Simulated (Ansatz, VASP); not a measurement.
# NaBe16: VASP beside Ansatz

```
CELL_PARAMETERS angstrom
-2.29000 -3.96640 0.00000
3.43500 -1.98320 0.00000
0.00000 0.00000 7.17686
ATOMIC_POSITIONS crystal
Be 0.75443 0.47670 0.03404
Be 0.46286 0.39625 0.29629
Be 0.69855 0.29575 0.55629
Be 0.50995 0.39097 0.79342
Be 0.51012 0.94118 0.95670
Be 0.29363 0.83268 0.20276
Be 0.46280 0.93634 0.45390
Be 0.26153 0.86392 0.73789
Be 0.26152 0.46837 0.01236
Be 0.06680 0.25335 0.23222
Be 0.29344 0.49986 0.54735
Be 0.00518 0.35931 0.76724
Be 0.00524 0.97317 0.98300
Be 0.69850 0.03693 0.19379
Be 0.06675 0.07906 0.51819
Be 0.75429 0.85564 0.71607
Na 0.89105 0.66638 0.37498
```

Alike in both runs: functional PBE; dispersion D3(BJ); k mesh 5 × 6 × 4; occupations gaussian, width 0.15 eV; no spin polarisation.

Ansatz relaxed the structure, and its values are those at the end. VASP's run is a single point on that final structure, the one shown.

|  | VASP | Ansatz |
| --- | --- | --- |
| version | VASP 6.6.1 | Ansatz 0.2.0 |
| potentials or method | VASP PAW PBE potentials, release 64 (Be, Na_pv), cutoff 520 eV | scalar-relativistic, plane waves, PAW |
| valence electrons in the cell | 39 | 41 |

|  | VASP | Ansatz | Ansatz less VASP |
| --- | --- | --- | --- |
| rms of the force components (eV/Å) | 0.005 | 0.005 | -0.0002 |

VASP's potentials hold 39 valence electrons a cell and Ansatz's 41, so a difference there can come from the potentials and not from the codes.
